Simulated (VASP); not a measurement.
# SiO2 (I4/mmm) in VASP: notebook

Aim: see how the results for SiO2 move with the level of theory and the settings. Levels: PBE, revPBE. Tasks: electric field gradients.

Everything below comes from runs of VASP 6.6.1. Logs are shortened: lines on timing, memory, paths and dates and some standing lists are left out, and cuts for length are marked.

### 1 The cell of the first run

It takes space group I4/mmm (No. 139, tetragonal). The conventional cell has a = 8.944 Å, b = 8.944 Å, c = 5.224 Å, α = 90.00°, β = 90.00°, γ = 90.00°. Si (site symmetry m2m) has 4 O at 1.60 to 1.61 Å within 2.1 Å. Within 2.1 Å of O (site symmetry 2/m) lie 2 Si at 1.60 Å. O (site symmetry m2m) has 2 Si at 1.61 Å within 2.1 Å.

### 2 Electric field gradients, PBE

INCAR

```
  PREC = Accurate
  ENCUT = 520
  EDIFF = 1E-8
  ISMEAR = -1
  SIGMA = 0.02
  LREAL = F
  LASPH = T
  NELM = 100
  ALGO = Normal
  ISIF = 2
  LWAVE = F
  LCHARG = F
  GGA = PE
  LEFG = T
  NBANDS = 44
```

KPOINTS

```
Automatic mesh
0
Gamma
  4 4 4
```

POSCAR

```
SiO2
1.0
   -4.4720405200      4.4720405200      2.6117703500
    4.4720405200     -4.4720405200      2.6117703500
    4.4720405200      4.4720405200     -2.6117703500
Si O
4 8
Direct
    0.1768885800      0.1768885800      0.3537771600
    0.8231114200      0.1768885800      0.0000000000
    0.1768885800      0.8231114200      0.0000000000
    0.8231114200      0.8231114200      0.6462228400
    0.5000000000      0.5000000000      0.5000000000
    0.0000000000      0.5000000000      0.0000000000
    0.5000000000      0.0000000000      0.0000000000
    0.0000000000      0.0000000000      0.5000000000
    0.0000000000      0.2085486600      0.2085486600
    0.7914513400      0.0000000000      0.7914513400
    0.2085486600      0.0000000000      0.2085486600
    0.0000000000      0.7914513400      0.7914513400
```

Potentials or basis: VASP PAW PBE potentials, release 64 (Si, O).

Run with:

```
$ cat potpaw_PBE.64/Si/POTCAR potpaw_PBE.64/O/POTCAR > POTCAR
$ mpirun -np 1 vasp_std > vasp.out
```

OUTCAR:

```text
PREC = Accurate
   ENCUT = 520
   EDIFF = 1E-8
   ISMEAR = -1
   LREAL = F
   LASPH = T
   NELM = 100
   ISIF = 2
   GGA = PE

 ion  position               nearest neighbor table
   1  0.177  0.177  0.354-   5 1.60   8 1.60   9 1.61  11 1.61
   2  0.823  0.177  0.000-   6 1.60   7 1.60  10 1.61   9 1.61
   3  0.177  0.823  0.000-   7 1.60   6 1.60  12 1.61  11 1.61
   4  0.823  0.823  0.646-   8 1.60   5 1.60  10 1.61  12 1.61
   5  0.500  0.500  0.500-   1 1.60   4 1.60
   6  0.000  0.500  0.000-   2 1.60   3 1.60
   7  0.500  0.000  0.000-   3 1.60   2 1.60
   8  0.000  0.000  0.500-   4 1.60   1 1.60
   9  0.000  0.209  0.209-   1 1.61   2 1.61
  10  0.791  0.000  0.791-   4 1.61   2 1.61
  11  0.209  0.000  0.209-   1 1.61   3 1.61
  12  0.000  0.791  0.791-   4 1.61   3 1.61

  LATTYP: Found a body centered tetragonal cell.
 ALAT       =     8.9440810400
 C/A-ratio  =     0.5840220674

  Lattice vectors:

 A1 = (  -4.4720405200,   4.4720405200,   2.6117703500)
 A2 = (   4.4720405200,  -4.4720405200,   2.6117703500)
 A3 = (   4.4720405200,   4.4720405200,  -2.6117703500)

Analysis of symmetry for initial positions (statically):
=====================================================================
 Subroutine PRICEL returns:
 Original cell was already a primitive cell.

 Routine SETGRP: Setting up the symmetry group for a
 body centered tetragonal supercell.

 Subroutine GETGRP returns: Found 16 space group operations
 (whereof 16 operations were pure point group operations)
 out of a pool of 16 trial point group operations.

The static configuration has the point symmetry D_4h.

Analysis of symmetry for dynamics (positions and initial velocities):
=====================================================================
 Subroutine PRICEL returns:
 Original cell was already a primitive cell.

 Routine SETGRP: Setting up the symmetry group for a
 body centered tetragonal supercell.

 Subroutine GETGRP returns: Found 16 space group operations
 (whereof 16 operations were pure point group operations)
 out of a pool of 16 trial point group operations.

The dynamic configuration has the point symmetry D_4h.

 Subroutine INISYM returns: Found 16 space group operations
 (whereof 16 operations are pure point group operations),
 and found     1 'primitive' translations

----------------------------------------------------------------------------------------

                                     Primitive cell

  volume of cell :     208.9327

  direct lattice vectors                    reciprocal lattice vectors
    -4.472040520  4.472040520  2.611770350     0.000000000  0.111805785  0.191441028
     4.472040520 -4.472040520  2.611770350     0.111805785  0.000000000  0.191441028
     4.472040520  4.472040520 -2.611770350     0.111805785  0.111805785  0.000000000

  length of vectors
     6.842487646  6.842487646  6.842487646     0.221698445  0.221698445  0.158117257

  position of ions in fractional coordinates (direct lattice)
     0.176888580  0.176888580  0.353777160
     0.823111420  0.176888580  0.000000000
     0.176888580  0.823111420  0.000000000
     0.823111420  0.823111420  0.646222840
     0.500000000  0.500000000  0.500000000
     0.000000000  0.500000000  0.000000000
     0.500000000  0.000000000  0.000000000
     0.000000000  0.000000000  0.500000000
     0.000000000  0.208548660  0.208548660
     0.791451340  0.000000000  0.791451340
     0.208548660  0.000000000  0.208548660
     0.000000000  0.791451340  0.791451340

  ion indices of the primitive-cell ions
   primitive index   ion index
                 1           1
                 2           2
                 3           3
                 4           4
[... 87 lines left out ...]
     AMIX     =   0.40;   BMIX     =  1.00
     AMIX_MAG =   1.60;   BMIX_MAG =  1.00
  volume/ion in A,a.u.               =      17.41       117.50
  Fermi-wavevector in a.u.,A,eV,Ry     =   1.103569  2.085442 16.570042  1.217864
  Thomas-Fermi vector in A             =   2.240029
   LORBIT       =      0    0 simple, 1 ext, 2 COOP (PROOUT), +10 PAW based schemes
   GGA     = PE    functional components
   LHFCALC =     F    Hartree Fock is set to
   AEXX    =    0.0000 exact exchange contribution
   IVDW    =     0    specifies the selected vdW correction
   LEPSILON=     F    determine dielectric tensor
   LRPA    =     F    only Hartree local field effects (RPA)
 non-spin polarized calculation
  energy-cutoff  :      520.00
  volume of cell :      208.93
 maximum number of plane-waves:      5658
 NGX is ok and might be reduce to    54
   NGX = 25   NGY = 25   NGZ = 25

 number of electron      64.0000008 magnetization

 Free energy of the ion-electron system (eV)
  ---------------------------------------------------
  ext. energy  EPLUGINS =         0.00000000
  ---------------------------------------------------
  free energy    TOTEN  =       -94.79540914 eV

  energy without entropy =      -94.79540914  energy(sigma->0) =      -94.79540914

 E-fermi :  -0.5669     XC(G=0):  -7.3385

 val. band max:       -1.0633357750   @ k =   0.5000   0.5000   0.5000
 cond. band min:       4.3900128980   @ k =   0.0000   0.0000   0.0000
 fundamental gap:      5.4533486730
 Fermi energy:        -0.5669191339

 k-point     1 :       0.0000    0.0000    0.0000
  band No.  band energies     occupation
      1     -20.5467      2.00000
      2     -19.6822      2.00000
      3     -19.1393      2.00000
      4     -19.1393      2.00000
      5     -18.5438      2.00000
      6     -18.5078      2.00000
[... 600 lines left out ...]
     43       9.5950      0.00000
     44      10.4609      0.00000

------------------------ aborting loop because EDIFF is reached ----------------------------------------

  FORCE on cell =-STRESS in cart. coord.  units (eV):
  Direction    XX          YY          ZZ          XY          YZ          ZX
  --------------------------------------------------------------------------------------
  -------------------------------------------------------------------------------------
  Total        4.7597015      4.7597015      5.0153771      0.0000000      0.0000000      0.0000000
  in kB       36.4992434     36.4992434     38.4598633      0.0000000      0.0000000      0.0000000
  external PRESSURE =      37.1527834 kB  Pullay stress =       0.0000000 kB

 VOLUME and BASIS-vectors are now :
 -----------------------------------------------------------------------------
  energy-cutoff  :      520.00
  volume of cell :      208.93
      direct lattice vectors                 reciprocal lattice vectors
    -4.472040520  4.472040520  2.611770350     0.000000000  0.111805785  0.191441028
     4.472040520 -4.472040520  2.611770350     0.111805785  0.000000000  0.191441028
     4.472040520  4.472040520 -2.611770350     0.111805785  0.111805785  0.000000000

 POSITION                                       TOTAL-FORCE (eV/Angst)
 -----------------------------------------------------------------------------------
      1.58211      1.58211      0.00000        -0.011918     -0.011918     -0.000000
     -2.88993      2.88993      2.61177        -0.011918      0.011918      0.000000
      2.88993     -2.88993      2.61177         0.011918     -0.011918      0.000000
      2.88993      2.88993      2.61177         0.011918      0.011918      0.000000
      2.23602      2.23602      1.30589         0.000000      0.000000     -0.000000
      2.23602     -2.23602      1.30589        -0.000000      0.000000     -0.000000
     -2.23602      2.23602      1.30589        -0.000000      0.000000     -0.000000
      2.23602      2.23602     -1.30589         0.000000      0.000000     -0.000000
      1.86528      0.00000      0.00000         0.204353      0.000000     -0.000000
      0.00000      7.07880      0.00000        -0.000000     -0.204353     -0.000000
      0.00000      1.86528      0.00000         0.000000      0.204353     -0.000000
      7.07880      0.00000      0.00000        -0.204353     -0.000000     -0.000000
 -----------------------------------------------------------------------------------
    total drift:                               -0.000000     -0.000000      0.000000

  FREE ENERGIE OF THE ION-ELECTRON SYSTEM (eV)
  ---------------------------------------------------
  free  energy   TOTEN  =       -94.7954091356 eV

  energy  without entropy=      -94.7954091356  energy(sigma->0) =      -94.79540914

 Electric field gradients (V/A^2)
---------------------------------------------------------------------
 ion       V_xx      V_yy      V_zz      V_xy      V_xz      V_yz
---------------------------------------------------------------------
   1       0.343     0.343    -0.686    -4.384    -0.000    -0.000
   2       0.343     0.343    -0.686     4.383    -0.000    -0.000
   3       0.343     0.343    -0.686     4.383    -0.000    -0.000
   4       0.343     0.343    -0.686    -4.384    -0.000    -0.000
   5     -24.286   -24.286    48.572    24.771    48.884    48.884
   6     -24.286   -24.286    48.572   -24.762    48.884   -48.876
   7     -24.286   -24.286    48.572   -24.762   -48.876    48.884
   8     -24.286   -24.286    48.572    24.771   -48.876   -48.876
   9     -44.424    93.863   -49.439    -0.001    -0.000     0.000
  10      93.863   -44.424   -49.439    -0.001     0.000    -0.000
  11      93.863   -44.424   -49.439    -0.001     0.000    -0.000
  12     -44.424    93.863   -49.439    -0.001    -0.000     0.000
---------------------------------------------------------------------

 Electric field gradients after diagonalization (V/A^2)
 (convention: |V_zz| > |V_xx| > |V_yy|)
----------------------------------------------------------------------
 ion       V_xx      V_yy      V_zz     asymmetry (V_yy - V_xx)/ V_zz
----------------------------------------------------------------------
   1      -4.041    -0.686     4.726       0.710
   2      -4.041    -0.686     4.726       0.710
   3      -4.041    -0.686     4.726       0.710
   4      -4.041    -0.686     4.726       0.710
   5     -49.057   -48.665    97.722       0.004
   6     -49.048   -48.666    97.714       0.004
   7     -49.048   -48.666    97.714       0.004
   8     -49.057   -48.655    97.712       0.004
   9     -49.439   -44.424    93.863       0.053
  10     -49.439   -44.424    93.863       0.053
  11     -49.439   -44.424    93.863       0.053
  12     -49.439   -44.424    93.863       0.053
----------------------------------------------------------------------

           NMR quadrupolar parameters

 Cq : quadrupolar parameter    Cq=e*Q*V_zz/h
 eta: asymmetry parameters     (V_yy - V_xx)/ V_zz
 Q  : nuclear electric quadrupole moment in mb (millibarn)
----------------------------------------------------------------------
 ion       Cq(MHz)       eta       Q (mb)
----------------------------------------------------------------------
   1       0.011       0.710       1.000
   2       0.011       0.710       1.000
   3       0.011       0.710       1.000
   4       0.011       0.710       1.000
   5       0.236       0.004       1.000
   6       0.236       0.004       1.000
   7       0.236       0.004       1.000
   8       0.236       0.004       1.000
   9       0.227       0.053       1.000
  10       0.227       0.053       1.000
  11       0.227       0.053       1.000
  12       0.227       0.053       1.000
----------------------------------------------------------------------
```

Run time: 2.8 min. Hardware: 1 thread of AMD EPYC 9R45 (Zen 5), shared host; peak memory 0.38 GiB.

Results:

```yaml
Free_energy: -94.7954 eV
Pressure: 3.7 GPa
Largest_force: 0.204 eV/Å
Band_gap_on_the_k_mesh: 5.45 eV, indirect (least direct gap 5.46 eV)
```

Forces on the atoms (eV/Å):
```
Si  -0.012 -0.012  0.000
Si  -0.012  0.012  0.000
Si   0.012 -0.012  0.000
Si   0.012  0.012  0.000
O    0.000  0.000  0.000
O    0.000  0.000  0.000
O    0.000  0.000  0.000
O    0.000  0.000  0.000
O    0.204  0.000  0.000
O    0.000 -0.204  0.000
O    0.000  0.204  0.000
O   -0.204  0.000  0.000
```

Levels at points of the mesh, in eV from the valence-band top:
```csv
k point,band 30,band 31,band 32,band 33,band 34,band 35
"(0.00, 0.00, 0.00)",-0.67,-0.01,-0.01,5.45,8.36,8.61
"(0.50, 0.00, 0.00)",-0.77,-0.59,-0.24,7.68,7.75,8.65
"(0.50, 0.50, 0.00)",-0.38,-0.37,-0.24,6.60,6.96,8.69
"(0.50, 0.50, 0.50)",-0.17,0.00,0.00,7.63,7.67,7.67
```

Electric field gradients, principal values (V/Å²):
```csv
atom,least,middle,greatest (by size)
1 Si,-0.686,-4.041,4.726
2 Si,-0.686,-4.041,4.726
3 Si,-0.686,-4.041,4.726
4 Si,-0.686,-4.041,4.726
5 O,-48.665,-49.057,97.722
6 O,-48.666,-49.048,97.714
7 O,-48.666,-49.048,97.714
8 O,-48.655,-49.057,97.712
9 O,-44.424,-49.439,93.863
10 O,-44.424,-49.439,93.863
11 O,-44.424,-49.439,93.863
12 O,-44.424,-49.439,93.863
```

Caveat: without QUAD_EFG the Cq values of the log hold for a quadrupole moment of 1 mb, not for the nuclei. A k mesh can miss the band edges.

(Continued in part 2 of 2.)
